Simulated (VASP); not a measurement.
TePb (CsCl type): density of states with PBE

TePb (CsCl type):

```
Pb Te
1.0
     3.27416    0.00000    0.00000
     0.00000    3.27416    0.00000
     0.00000    0.00000    3.27416
Pb Te
1 1
Direct
  0.00000 0.00000 0.00000
  0.50000 0.50000 0.50000
```

This cell differs from its parent crystal: volume scaled by 0.55.

```yaml
Program: VASP 6.6.1
Task: density of states
Functional: PBE
Potentials_or_basis: VASP PAW PBE potentials, release 64 (Pb_d, Te)
Cutoff: 520 eV
k_mesh: 11 × 11 × 11
Occupations: fermi-dirac, width 0.1 eV
Spin: no spin polarisation
Dipole_correction: no
k_mesh_for_the_DOS: 17 × 17 × 17
Occupations_for_the_DOS: tetrahedron
Further_INCAR_settings: ALGO = Normal; EDIFF = 1e-06; NBANDS = 17
```

- Valence electrons inside the program's atomic spheres: Pb 12.42; Te 3.73

Levels at points of the mesh, in eV from the Fermi level:
```tsv
k point	band 6	band 7	band 8	band 9	band 10	band 11	band 12	band 13	band 14	band 15
(0.00, 0.00, 0.00)	-17.79	-4.15	-3.58	-3.58	-3.58	2.89	2.89	10.47	10.47	10.47
```

It took 34 s on 1 thread of AMD EPYC 9R45 96-Core Processor (Zen 5), with other jobs on the host, peak memory 0.18 GiB.

Caveat: spin-orbit coupling is left out, which moves the levels of the heavy elements.
